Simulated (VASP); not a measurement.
Wanted: the native input for a VASP 6.6.1 run.

```
Task                   : single point
Functional             : r2SCAN
Potentials or basis    : VASP PAW PBE potentials, release 64 (Ga_d, Sb)
Cutoff                 : 520 eV
k mesh                 : 8 × 8 × 8
Occupations            : fermi-dirac, width 0.02 eV
Spin                   : no spin polarisation
Dipole correction      : no
Further INCAR settings : ALGO = Normal; EDIFF = 1e-07; NBANDS = 16
```

The system is GaSb.

```xyz
2
Lattice="0.0000 3.0659 3.0659 3.0659 0.0000 3.0659 3.0659 3.0659 0.0000" Properties=species:S:1:pos:R:3 pbc="T T T"
Ga    0.0000    0.0000    0.0000
Sb    1.5329    1.5329    1.5329
```

One way to write it, as run:

POSCAR

```
GaSb
1.0
    0.0000000000      3.0658848228      3.0658848228
    3.0658848228      0.0000000000      3.0658848228
    3.0658848228      3.0658848228      0.0000000000
Ga Sb
1 1
Direct
    0.0000000000      0.0000000000      0.0000000000
    0.2500000000      0.2500000000      0.2500000000
```

INCAR.step1

```
SYSTEM = GaSb
ALGO     = Normal         ! electronic algorithm
EDIFF    = 1E-4           ! SCF threshold, eV
ENCUT    = 520            ! plane-wave cutoff, eV
GGA      = PE             ! functional
ISMEAR   = -1             ! smearing method
LASPH    = .TRUE.         ! aspherical terms in the spheres
LCHARG   = .FALSE.        ! write CHGCAR
LREAL    = .FALSE.        ! projectors in reciprocal space
LWAVE    = .TRUE.         ! write WAVECAR
NBANDS   = 16             ! bands
NELM     = 60             ! most SCF steps
PREC     = Accurate       ! precision mode
SIGMA    = 0.02           ! smearing width, eV
```

INCAR.step2

```
SYSTEM = GaSb
ALGO     = Normal         ! electronic algorithm
EDIFF    = 1E-7           ! SCF threshold, eV
ENCUT    = 520            ! plane-wave cutoff, eV
ISIF     = 2              ! what is computed and relaxed
ISMEAR   = -1             ! smearing method
ISTART   = 1            
LASPH    = .TRUE.         ! aspherical terms in the spheres
LCHARG   = .FALSE.        ! write CHGCAR
LMIXTAU  = .TRUE.       
LREAL    = .FALSE.        ! projectors in reciprocal space
LWAVE    = .FALSE.        ! write WAVECAR
METAGGA  = R2SCAN         ! meta-GGA
NBANDS   = 16             ! bands
NELM     = 60             ! most SCF steps
PREC     = Accurate       ! precision mode
SIGMA    = 0.02           ! smearing width, eV
```

KPOINTS

```
k-points
0
G
  8 8 8
  0 0 0
```

Potentials or basis: VASP PAW PBE potentials, release 64 (Ga_d, Sb).

The run is started by

```bash
$ cat potpaw_PBE.64/Ga_d/POTCAR potpaw_PBE.64/Sb/POTCAR > POTCAR
$ cp INCAR.step1 INCAR
$ mpirun -np 1 vasp_std > vasp.out
$ cp INCAR.step2 INCAR
$ mpirun -np 1 vasp_std > vasp.out
```

It gave:

```json
{"Pressure": "0.1 GPa", "Band gap on the k mesh": "0.40 eV, direct"}
```

Caveat: the PAW data sets were made with another functional, which shifts forces and pressure a little; spin-orbit coupling is left out, which moves the levels of the heavy elements.

Wall time 74 s on 1 thread of Intel(R) Xeon(R) Platinum 8259CL CPU @ 2.50GHz (Skylake/Cascade Lake), with other jobs on the host, peak memory 0.19 GiB.
